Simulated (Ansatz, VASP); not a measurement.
One calculation of Mg, two programs

Contents of INCAR:

```
PREC = Accurate
ENCUT = 520
EDIFF = 1E-6
ISMEAR = -1
SIGMA = 0.1
LREAL = F
LASPH = T
NELM = 60
ALGO = Normal
ISIF = 2
LWAVE = F
LCHARG = F
GGA = RP
NBANDS = 12
```

The input KPOINTS:

```
regular mesh
0
Gamma
  13 13 4
```

Contents of POSCAR:

```
Mg
1.0
    3.2740711968      0.0000000000      0.0000000000
   -1.6370355984      2.8354288302      0.0000000000
    0.0000000000      0.0000000000     10.6507228869
Mg
4
Direct
    0.0000000000      1.0000000000      1.0000000000
    0.0000000000      0.0000000000      0.5000000000
    0.3333333333      0.6666666667      0.2500000000
    0.6666666667      0.3333333333      0.7500000000
```

Input for Ansatz:

```yaml
crystal:
  lattice:
    - [3.2740711968, 0.0, 0.0]
    - [-1.6370355984, 2.8354288302, 0.0]
    - [0.0, 0.0, 10.6507228869]
  atoms:
    - { symbol: Mg, position: [0.0, 1.0, 1.0] }
    - { symbol: Mg, position: [0.0, 0.0, 0.5] }
    - { symbol: Mg, position: [0.3333333333, 0.6666666667, 0.25] }
    - { symbol: Mg, position: [0.6666666667, 0.3333333333, 0.75] }
hamiltonian:
  xc: rpbe
  pseudopotentials:
    kind: paw
    azcp:
      Mg: "pseudopotentials/Mg.paw.azcp"
basis:
  ecutwfc: 420
  fft_grid_basis: typed
kpoints:
  mp_grid: { grid: [13, 13, 4], shift: [0, 0, 0] }
magnetization:
  spin_polarized: false
scf:
  occupations: { method: fermi_dirac, width: 0.1 }
  lower_state_search: "off"
output:
  stress: true
```

Alike in both runs: task single point; functional RPBE; k mesh 13 × 13 × 4; occupations fermi-dirac, width 0.1 eV; no spin polarisation.

|  | VASP | Ansatz |
| --- | --- | --- |
| version | VASP 6.6.1 | Ansatz 0.2.0 |
| potentials or method | VASP PAW PBE potentials, release 64 (Mg), cutoff 520 eV | plane waves (420 eV) with PAW, scalar-relativistic |
| valence electrons in the cell | 8 | 40 |

|  | VASP | Ansatz | Ansatz less VASP |
| --- | --- | --- | --- |
| pressure (GPa) | -1.3 | -1.1 | +0.18 |

VASP's potentials were made for PBE, not for RPBE. With one functional, cell and mesh, what is left measures potentials, basis and numerics. VASP's potentials hold 8 valence electrons a cell and Ansatz's 40, so a difference there can come from the potentials and not from the codes.
